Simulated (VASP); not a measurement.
A run of VASP 6.6.1:

The input POSCAR:

```
CsCl
1.0
    4.1397872890      0.0000000000      0.0000000000
    0.0000000000      4.1397872890      0.0000000000
    0.0000000000      0.0000000000      4.1397872890
Cs Cl
1 1
Direct
    0.0000000000      0.0000000000      0.0000000000
    0.5000000000      0.5000000000      0.5000000000
```

The input INCAR.step1:

```
SYSTEM = CsCl
  PREC = Accurate
  ENCUT = 550
  ISMEAR = 0
  SIGMA = 0.01
  LREAL = .False.
  LASPH = .True.
  NELM = 120
  NBANDS = 15
  GGA = PE
  ALGO = Normal
  EDIFF = 1E-5
  LWAVE = .True.
  LCHARG = .False.
  GGA_COMPAT = .False.
```

The input INCAR.step2:

```
SYSTEM = CsCl
  PREC = Accurate
  ENCUT = 550
  EDIFF = 1E-6
  ISMEAR = 0
  SIGMA = 0.01
  LREAL = .False.
  LASPH = .True.
  NELM = 120
  ALGO = Normal
  ISIF = 2
  LWAVE = .False.
  LCHARG = .False.
  METAGGA = R2SCAN
  LMIXTAU = .True.
  NBANDS = 15
  ISTART = 1
  GGA_COMPAT = .False.
```

File KPOINTS:

```
Automatic mesh
0
Gamma
  6 6 6
  0 0 0
```

Potentials or basis: VASP PAW PBE potentials, release 64 (Cs_sv, Cl).

The run is started by

```sh
$ cat potpaw_PBE.64/Cs_sv/POTCAR potpaw_PBE.64/Cl/POTCAR > POTCAR
$ cp INCAR.step1 INCAR
$ mpirun -np 1 vasp_std > vasp.out
$ cp INCAR.step2 INCAR
$ mpirun -np 1 vasp_std > vasp.out
```

Hardware: 1 thread of Intel Xeon 8259CL, on a shared host.

Task: Estimate the wall time of this run.

Result: Wall time 87 s on 1 thread of Intel Xeon 8259CL, with other jobs on the host, peak memory 0.19 GiB. Counts: k points 20.
